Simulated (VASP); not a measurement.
# Zr8S15 (a cell with a defect) in VASP: single point with PBEsol

Aim: the single point of Zr8S15 (a cell with a defect) with PBEsol.

Everything below comes from runs of VASP 6.6.1. Logs are shortened: lines on timing, memory, paths and dates and some standing lists are left out, and cuts for length are marked.

**1. The cell of the first run**

The cell holds a defect, 23 atoms: a = 7.187 Å, b = 7.187 Å, c = 11.582 Å, α = 90.00°, β = 90.00°, γ = 120.00°.

**2. Single point, PBEsol**

Input file INCAR:

```
SYSTEM = Zr8S15
  ALGO = Normal
  EDIFF = 1E-6
  ENCUT = 400
  GGA = PS
  GGA_COMPAT = .FALSE.
  ISIF = 2
  ISMEAR = -1
  LASPH = .TRUE.
  LCHARG = .FALSE.
  LREAL = .FALSE.
  LWAVE = .FALSE.
  NBANDS = 110
  NELM = 120
  PREC = Accurate
  SIGMA = 0.05
```

Input file KPOINTS:

```
k-points
0
G
  2 2 2
  0 0 0
```

Input file POSCAR:

```
Zr8S15
1.0
    7.1865319500      0.0000000000      0.0000000000
   -3.5932659700      6.2237192300      0.0000000000
    0.0000000000      0.0000000000     11.5816051600
Zr S
8 15
Direct
   -0.0000594896     -0.0289267548     -0.0157051633
    0.0167453441      0.0457377638      0.4988652195
    0.0008563695      0.4355692954     -0.0198228136
    0.0150764245      0.5461035234      0.4972649232
    0.5303745553     -0.0290644538      0.0520673077
    0.5164495667      0.0442823639      0.4999357101
    0.5020685511      0.4555219950      0.0184406217
    0.5158014060      0.5442954405      0.4940567323
    0.1483243285      0.2833874625      0.1326618356
    0.3477629964      0.2084432077      0.3712160742
    0.1833839795      0.3814518156      0.6194019655
    0.2327266423      0.3032935662      0.8634512973
    0.1473743657      0.7766351311      0.0972786574
    0.3482744581      0.7148971275      0.3695626764
    0.1803833439      0.8775656160      0.6275652554
    0.6993295260      0.3211423790      0.1390948817
    0.8468850029      0.2096786426      0.3733721656
    0.6806515278      0.3807458069      0.6234595205
    0.7367691708      0.0726178324      0.8784853964
    0.6944094042      0.7905563889      0.1411257747
    0.8516194131      0.7136187922      0.3701353949
    0.6803688626      0.8742023538      0.6239455499
    0.8112737328      0.6109591162      0.8753343651
```

Potentials or basis: VASP PAW PBE potentials, release 64 (Zr_sv, S).

Launch:

```bash
cat potpaw_PBE.64/Zr_sv/POTCAR potpaw_PBE.64/S/POTCAR > POTCAR
mpirun -np 1 vasp_std > vasp.out
```

OUTCAR:

```text
SYSTEM = Zr8S15
   EDIFF = 1E-6
   ENCUT = 400
   GGA = PS
   ISIF = 2
   ISMEAR = -1
   LASPH = .TRUE.
   LREAL = .FALSE.
   NELM = 120
   PREC = Accurate

 ion  position               nearest neighbor table
   1  1.000  0.971  0.984-  13 2.50  12 2.54  23 2.57   9 2.59  20 2.64  19 2.64   3 3.34   5 3.46
                             7 3.57   7 3.66   3 3.85   5 3.89
   2  0.017  0.046  0.499-  11 2.51  17 2.54  10 2.54  22 2.55  15 2.55  21 2.55   4 3.58   8 3.59
                             6 3.59   6 3.60   4 3.60   8 3.60
   3  0.001  0.436  0.980-  13 2.52   9 2.57  23 2.58  19 2.62  16 2.64  12 2.66   1 3.34   5 3.46
                             7 3.56   7 3.69   1 3.85
   4  0.015  0.546  0.497-  11 2.51  21 2.53  17 2.54  18 2.54  14 2.55  15 2.56   8 3.58   2 3.58
                             6 3.59   6 3.60   2 3.60   8 3.61
   5  0.530  0.971  0.052-  20 2.38  19 2.39  16 2.40  13 2.44   3 3.46   1 3.46   7 3.61   7 3.63
                             1 3.89
   6  0.516  0.044  0.500-  17 2.53  22 2.53  18 2.54  14 2.55  10 2.55  15 2.56   2 3.59   8 3.59
                             4 3.59   4 3.60   8 3.60   2 3.60
   7  0.502  0.456  0.018-  12 2.46  16 2.50  20 2.53  23 2.54   9 2.57   3 3.56   1 3.57   5 3.61
                             5 3.63   1 3.66   3 3.69
   8  0.516  0.544  0.494-  11 2.53  10 2.53  18 2.53  21 2.54  22 2.55  14 2.55   4 3.58   2 3.59
                             6 3.59   6 3.60   2 3.60   4 3.61
   9  0.148  0.283  0.133-   3 2.57   7 2.57   1 2.59
  10  0.348  0.208  0.371-   8 2.53   2 2.54   6 2.55
  11  0.183  0.381  0.619-   4 2.51   2 2.51   8 2.53
  12  0.233  0.303  0.863-   7 2.46   1 2.54   3 2.66
  13  0.147  0.777  0.097-   5 2.44   1 2.50   3 2.52
  14  0.348  0.715  0.370-   6 2.55   4 2.55   8 2.55
  15  0.180  0.878  0.628-   2 2.55   4 2.56   6 2.56
  16  0.699  0.321  0.139-   5 2.40   7 2.50   3 2.64
  17  0.847  0.210  0.373-   6 2.53   2 2.54   4 2.54
  18  0.681  0.381  0.623-   8 2.53   6 2.54   4 2.54
  19  0.737  0.073  0.878-   5 2.39   3 2.62   1 2.64
  20  0.694  0.791  0.141-   5 2.38   7 2.53   1 2.64
  21  0.852  0.714  0.370-   4 2.53   8 2.54   2 2.55
  22  0.680  0.874  0.624-   6 2.53   8 2.55   2 2.55
  23  0.811  0.611  0.875-   7 2.54   1 2.57   3 2.58

  LATTYP: Found a hexagonal cell.
 ALAT       =     7.1865319500
 C/A-ratio  =     1.6115708162

  Lattice vectors:

 A1 = (   7.1865319500,   0.0000000000,   0.0000000000)
 A2 = (  -3.5932659700,   6.2237192300,   0.0000000000)
 A3 = (   0.0000000000,   0.0000000000,  11.5816051600)

Analysis of symmetry for initial positions (statically):
=====================================================================
 Subroutine PRICEL returns:
 Original cell was already a primitive cell.

 Routine SETGRP: Setting up the symmetry group for a
 hexagonal supercell.

 Subroutine GETGRP returns: Found  1 space group operations
 (whereof  1 operations were pure point group operations)
 out of a pool of 24 trial point group operations.

The static configuration has the point symmetry C_1 .

Analysis of symmetry for dynamics (positions and initial velocities):
=====================================================================
 Subroutine PRICEL returns:
 Original cell was already a primitive cell.

 Routine SETGRP: Setting up the symmetry group for a
 hexagonal supercell.

 Subroutine GETGRP returns: Found  1 space group operations
 (whereof  1 operations were pure point group operations)
 out of a pool of 24 trial point group operations.

The dynamic configuration has the point symmetry C_1 .

 Subroutine INISYM returns: Found  1 space group operations
 (whereof  1 operations are pure point group operations),
 and found     1 'primitive' translations

----------------------------------------------------------------------------------------

                                     Primitive cell

  volume of cell :     518.0100

  direct lattice vectors                    reciprocal lattice vectors
     7.186531950  0.000000000  0.000000000     0.139149176  0.080337814  0.000000000
    -3.593265970  6.223719230  0.000000000     0.000000000  0.160675629  0.000000000
     0.000000000  0.000000000 11.581605160     0.000000000  0.000000000  0.086343817

  length of vectors
     7.186531950  7.186531944 11.581605160     0.160675629  0.160675629  0.086343817

  position of ions in fractional coordinates (direct lattice)
     0.999940510  0.971073245  0.984294837
     0.016745344  0.045737764  0.498865219
     0.000856369  0.435569295  0.980177186
     0.015076425  0.546103523  0.497264923
     0.530374555  0.970935546  0.052067308
     0.516449567  0.044282364  0.499935710
[... 15 lines left out ...]
     0.680368863  0.874202354  0.623945550
     0.811273733  0.610959116  0.875334365

  ion indices of the primitive-cell ions
   primitive index   ion index
                 1           1
                 2           2
                 3           3
                 4           4
                 5           5
                 6           6
[... 15 lines left out ...]
                22          22
                23          23

----------------------------------------------------------------------------------------

 KPOINTS: k-points

Automatic generation of k-mesh.
 Grid dimensions read from file:
 generate k-points for:    2    2    2

 Generating k-lattice:

  Cartesian coordinates                     Fractional coordinates (reciprocal lattice)
     0.069574588  0.040168907  0.000000000     0.500000000  0.000000000  0.000000000
     0.000000000  0.080337814  0.000000000     0.000000000  0.500000000  0.000000000
     0.000000000  0.000000000  0.043171909     0.000000000  0.000000000  0.500000000

  Length of vectors
     0.080337814  0.080337814  0.043171909

  Shift w.r.t. Gamma in fractional coordinates (k-lattice)
     0.000000000  0.000000000  0.000000000

 Subroutine IBZKPT returns following result:
 ===========================================

 Found      8 irreducible k-points:

 Following reciprocal coordinates:
            Coordinates               Weight
  0.000000  0.000000  0.000000      1.000000
  0.500000  0.000000  0.000000      1.000000
  0.000000  0.500000  0.000000      1.000000
  0.500000  0.500000  0.000000      1.000000
  0.000000  0.000000  0.500000      1.000000
  0.500000  0.000000  0.500000      1.000000
  0.000000  0.500000  0.500000      1.000000
  0.500000  0.500000  0.500000      1.000000
   k-points           NKPTS =      8   k-points in BZ     NKDIM =      8   number of bands    NBANDS=    110
   number of dos      NEDOS =    301   number of ions     NIONS =     23
   total plane-waves  NPLWV = 184320
   dimension x,y,z NGX =    48 NGY =   48 NGZ =   80
   dimension x,y,z NGXF=    96 NGYF=   96 NGZF=  160
   ions per type =               8  15
   NGX,Y,Z   is equivalent  to a cutoff of  11.10, 11.10, 11.48 a.u.
   NGXF,Y,Z  is equivalent  to a cutoff of  22.21, 22.21, 22.97 a.u.
 SYSTEM =  Zr8S15
   PREC   = accura    normal or accurate (medium, high low for compatibility)
   ISTART =      0    job   : 0-new  1-cont  2-samecut
   ICHARG =      2    charge: 1-file 2-atom 10-const
   ISPIN  =      1    spin polarized calculation?
   LNONCOLLINEAR =      F non collinear calculations
   LSORBIT =      F    spin-orbit coupling
   LASPH  =      T    aspherical Exc in radial PAW
   ENCUT  =  400.0 eV  29.40 Ry    5.42 a.u.  11.72 11.72 18.89*2*pi/ulx,y,z
   NELM   =    120;   NELMIN=  2; NELMDL= -5     # of ELM steps
   EDIFF  = 0.1E-05   stopping-criterion for ELM
   LREAL  =      F    real-space projection
   EDIFFG = 0.1E-04   stopping-criterion for IOM
   NSW    =      0    number of steps for IOM
   IBRION =     -1    ionic relax: 0-MD 1-quasi-New 2-CG
   NFREE  =      0    steps in history (QN), initial steepest desc. (CG)
   ISIF   =      2    stress and relaxation
   ISYM   =      2    0-nonsym 1-usesym 2-fastsym
   POTIM  = 0.5000    time-step for ionic-motion
   TEBEG  =    0.0;   TEEND  =   0.0 temperature during run
   PSTRESS=    0.0 pullay stress
   NELECT =     186.0000    total number of electrons
   NUPDOWN=      -1.0000    fix difference up-down
   EMIN   =  10.00;   EMAX   =-10.00  energy-range for DOS
   EFERMI =   0.00;   METHOD = LEGACY
   ISMEAR =    -1;   SIGMA  =   0.05  broadening in eV -4-tet -1-fermi 0-gaus
   EFERMI_NEDOS =   21; number of points for ismear=-14 and -15
   IALGO  =     38    algorithm
   IMIX   =      4    mixing-type and parameters
     AMIX     =   0.40;   BMIX     =  1.00
     AMIX_MAG =   1.60;   BMIX_MAG =  1.00
  volume/ion in A,a.u.               =      22.52       151.99
  Fermi-wavevector in a.u.,A,eV,Ry     =   1.163589  2.198865 18.421478  1.353940
  Thomas-Fermi vector in A             =   2.300137
   LORBIT       =      0    0 simple, 1 ext, 2 COOP (PROOUT), +10 PAW based schemes
   GGA     = PS    functional components
   LHFCALC =     F    Hartree Fock is set to
   AEXX    =    0.0000 exact exchange contribution
   IVDW    =     0    specifies the selected vdW correction
   LEPSILON=     F    determine dielectric tensor
   LRPA    =     F    only Hartree local field effects (RPA)
 non-spin polarized calculation
  energy-cutoff  :      400.00
  volume of cell :      518.01
 maximum number of plane-waves:      9464
 NGX is ok and might be reduce to    48
   NGX = 23   NGY = 23   NGZ = 37

 number of electron     185.9999999 magnetization

 Free energy of the ion-electron system (eV)
  ---------------------------------------------------
  ext. energy  EPLUGINS =         0.00000000
  ---------------------------------------------------
  free energy    TOTEN  =      -171.51044513 eV

  energy without entropy =     -171.43756786  energy(sigma->0) =     -171.47400649

 E-fermi :   5.6536     XC(G=0):  -9.7957

 val. band max:        5.6282512842   @ k =   0.5000   0.0000   0.5000
 cond. band min:       5.6768522040   @ k =   0.0000   0.0000   0.5000
 fundamental gap:      0.0486009198
 Fermi energy:         5.6536156237

 k-point     1 :       0.0000    0.0000    0.0000
  band No.  band energies     occupation
      1     -43.9503      2.00000
      2     -43.8618      2.00000
      3     -43.7562      2.00000
      4     -43.7331      2.00000
      5     -43.7286      2.00000
      6     -43.7277      2.00000
[... 853 lines left out ...]
    104       7.4685      0.00000
    105       7.5434      0.00000
 [bands above 105 left out]

------------------------ aborting loop because EDIFF is reached ----------------------------------------

  FORCE on cell =-STRESS in cart. coord.  units (eV):
  Direction    XX          YY          ZZ          XY          YZ          ZX
  --------------------------------------------------------------------------------------
  -------------------------------------------------------------------------------------
  Total        4.2900492      3.8235419      6.5880284      0.1574189     -0.5760892      2.1375606
  in kB       13.2688946     11.8260122     20.3764226      0.4868883     -1.7818133      6.6113616
  external PRESSURE =      15.1571098 kB  Pullay stress =       0.0000000 kB

 VOLUME and BASIS-vectors are now :
 -----------------------------------------------------------------------------
  energy-cutoff  :      400.00
  volume of cell :      518.01
      direct lattice vectors                 reciprocal lattice vectors
     7.186531950  0.000000000  0.000000000     0.139149176  0.080337814  0.000000000
    -3.593265970  6.223719230  0.000000000     0.000000000  0.160675629  0.000000000
     0.000000000  0.000000000 11.581605160     0.000000000  0.000000000  0.086343817

 POSITION                                       TOTAL-FORCE (eV/Angst)
 -----------------------------------------------------------------------------------
      3.69678      6.04369     11.39971         0.007621      0.005777      0.001210
     -0.04401      0.28466      5.77766        -0.000158     -0.035697      0.004142
     -1.55896      2.71086     11.35203         0.018036      0.030307      0.015819
     -1.85395      3.39880      5.75913        -0.006555     -0.030104     -0.005604
      0.32272      6.04283      0.60302        -0.007248      0.053025      0.004931
      3.55236      0.27560      5.79006        -0.006781     -0.018830      0.006535
[... 15 lines left out ...]
      1.74825      5.44079      7.22629         0.018296     -0.010095      0.020448
      3.63491      3.80244     10.13778        -0.021051      0.007475     -0.018934
 -----------------------------------------------------------------------------------
    total drift:                               -0.000060     -0.000077      0.000259

  FREE ENERGIE OF THE ION-ELECTRON SYSTEM (eV)
  ---------------------------------------------------
  free  energy   TOTEN  =      -171.5104451251 eV

  energy  without entropy=     -171.4375678618  energy(sigma->0) =     -171.47400649
```

Run time: 10 min. Hardware: 1 thread of Intel Xeon Platinum 8259CL at 2.50GHz (Skylake/Cascade Lake), shared host; peak memory 0.55 GiB.

What came out:

- Free energy: -171.5104 eV
- Pressure: 1.5 GPa
- Largest force: 0.089 eV/Å
- Band gap on the k mesh: zero (bands 93 and 94 overlap by 0.01 eV)

Forces in eV/Å, atoms in the order of the input:
```
Zr   0.008  0.006  0.001
Zr   0.000 -0.036  0.004
Zr   0.018  0.030  0.016
Zr  -0.007 -0.030 -0.006
Zr  -0.007  0.053  0.005
Zr  -0.007 -0.019  0.007
Zr   0.004  0.019 -0.036
Zr  -0.014 -0.022  0.001
S   -0.009 -0.008  0.022
S    0.017 -0.012 -0.023
S    0.020  0.003  0.002
S   -0.064  0.061 -0.008
S   -0.017 -0.009 -0.001
S    0.013 -0.006 -0.026
S    0.009 -0.006  0.020
S    0.006  0.007  0.032
S    0.009 -0.008 -0.018
S    0.017 -0.006  0.019
S   -0.037 -0.011 -0.010
S    0.026 -0.002  0.023
S    0.017 -0.003 -0.027
S    0.018 -0.010  0.020
S   -0.021  0.007 -0.019
```

Stress tensor (GPa, compression positive):
```
 1.33  0.05  0.66
 0.05  1.18 -0.18
 0.66 -0.18  2.04
```

Caveat: the k points lie up to 0.50 Å⁻¹ apart; the PAW data sets were made with another functional, which shifts forces and pressure a little.

The gap in the log of VASP goes by the Fermi energy; the results here count the filled bands.